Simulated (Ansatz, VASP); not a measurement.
# Be2H3: VASP beside Ansatz

```
Be H
1.0
     1.76508    1.01907    2.58176
    -1.76508    1.01907    2.58176
     0.00000   -2.03814    2.58176
Be H
2 3
Direct
  0.00000 0.00000 0.00000
  0.50000 0.50000 0.50000
  0.00000 0.00000 0.50000
  0.50000 0.00000 0.00000
  0.00000 0.50000 0.00000
```

Alike in both runs: functional PBE; k mesh 12 × 12 × 12; occupations gaussian, width 0.1 eV; no spin polarisation.

Ansatz relaxed the structure, and its values are those at the end. VASP's run is a single point on that final structure, the one shown.

|  | VASP | Ansatz |
| --- | --- | --- |
| version | VASP 6.6.1 | Ansatz 0.2.0 |
| potentials or method | VASP PAW PBE potentials, release 64 (Be, H), cutoff 520 eV | scalar-relativistic, plane waves, PAW |
| valence electrons in the cell | 7 | 7 |

```csv
,VASP,Ansatz,Ansatz less VASP
gap on the k mesh at the Fermi level (eV),none,none,-
pressure (GPa),-0.1,0.0,+0.11
```

A gap of «none» marks a metal or a gap that the smearing closes.
